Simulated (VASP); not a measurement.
Here is a VASP 6.6.1 calculation.

Contents of INCAR:

```
ALGO = Normal
EDIFF = 1E-7
ENCUT = 520
GGA = PE
ISIF = 2
ISMEAR = 0
LASPH = T
LCHARG = T
LELF = T
LREAL = F
LVHAR = T
LWAVE = F
NBANDS = 26
NELM = 100
PREC = Accurate
SIGMA = 0.05
```

File KPOINTS:

```
k-points
0
Gamma
  8 6 4
```

POSCAR

```
AlN
1.0
   -1.6567491617      2.8695737234      0.0000000000
    0.0000000000      0.0000000000      4.1874629526
    4.9702474850      2.8695737234      0.0000000000
Al N
4 4
Direct
    0.4239474491      0.7500000000      0.2427192176
    0.0000000000      0.7500000000      0.6666666667
    0.0000000000      0.2500000000      0.3333333333
    0.5000000000      0.2500000000      0.8333333333
    0.5000000000      0.2500000000      0.1666666667
    0.0000000000      0.2500000000      0.6666666667
    0.0000000000      0.7500000000      0.3333333333
    0.5000000000      0.7500000000      0.8333333333
```

Potentials or basis: VASP PAW PBE potentials, release 64 (Al, N).

Command:

```console
$ cat potpaw_PBE.64/Al/POTCAR potpaw_PBE.64/N/POTCAR > POTCAR
$ mpirun -np 1 vasp_std > vasp.out
```

Task: Estimate the largest force.

Result: 16.492 eV/Å.

Task: Predict the pressure.

Result: 12.0 GPa.

Forces on the atoms (eV/Å):
```
Al  -14.365   8.102   0.000
Al    1.854   0.844   0.000
Al    0.356  -0.750   0.000
Al    0.336   0.253   0.000
N     1.757   0.462   0.000
N    -0.701  -0.425   0.000
N    10.714  -8.235   0.000
N     0.048  -0.250   0.000
```

Caveat: the cell differs from its parent crystal (atom 1 (Al) moved by +0.504 Å along [1 0 0] and +0.000 Å along [1 2 0]); the cell stands under pressure; forces of over 1 eV/Å act on the atoms, so gaps and moduli don't describe the material at rest.
